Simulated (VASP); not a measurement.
**CdSe: single point with BHLYP**

CdSe:

```xyz
2
Lattice="0.0000 3.1305 3.1305 3.1305 0.0000 3.1305 3.1305 3.1305 0.0000" Properties=species:S:1:pos:R:3 pbc="T T T"
Cd    0.0000    0.0000    0.0000
Se    1.5652    1.5652    1.5652
```

```json
{
 "Program": "VASP 6.6.1",
 "Task": "single point",
 "Functional": "BHLYP",
 "Potentials or basis": "VASP PAW PBE potentials, release 64 (Cd, Se)",
 "Cutoff": "520 eV",
 "k mesh": "4 × 4 × 4",
 "Occupations": "fermi-dirac, width 0.05 eV",
 "Spin": "no spin polarisation"
}
```

```json
{"Pressure": "-1.6 GPa", "Band gap on the k mesh": "3.69 eV"}
```

Levels at points of the mesh, in eV from the valence-band top:
```
           k point  band 5  band 6  band 7  band 8  band 9  band 10  band 11  band 12  band 13  band 14
(0.00, 0.00, 0.00)   -9.98   -9.98    0.00    0.00    0.00     3.69     9.51     9.51     9.51    13.34
(0.50, 0.00, 0.00)   -9.97   -9.68   -4.46   -0.73   -0.73     5.68     9.97     9.97    10.81    13.57
(0.50, 0.50, 0.00)   -9.94   -9.58   -4.22   -1.81   -1.81     6.42     7.12    12.58    13.85    13.85
```

Run time: 13 min on 1 thread of Intel(R) Xeon(R) Platinum 8375C CPU @ 2.90GHz (Ice Lake) (shared host), peak memory 0.21 GiB.

Caveat: the k points lie up to 0.43 Å⁻¹ apart; the PAW data sets were made with another functional, which shifts forces and pressure a little.
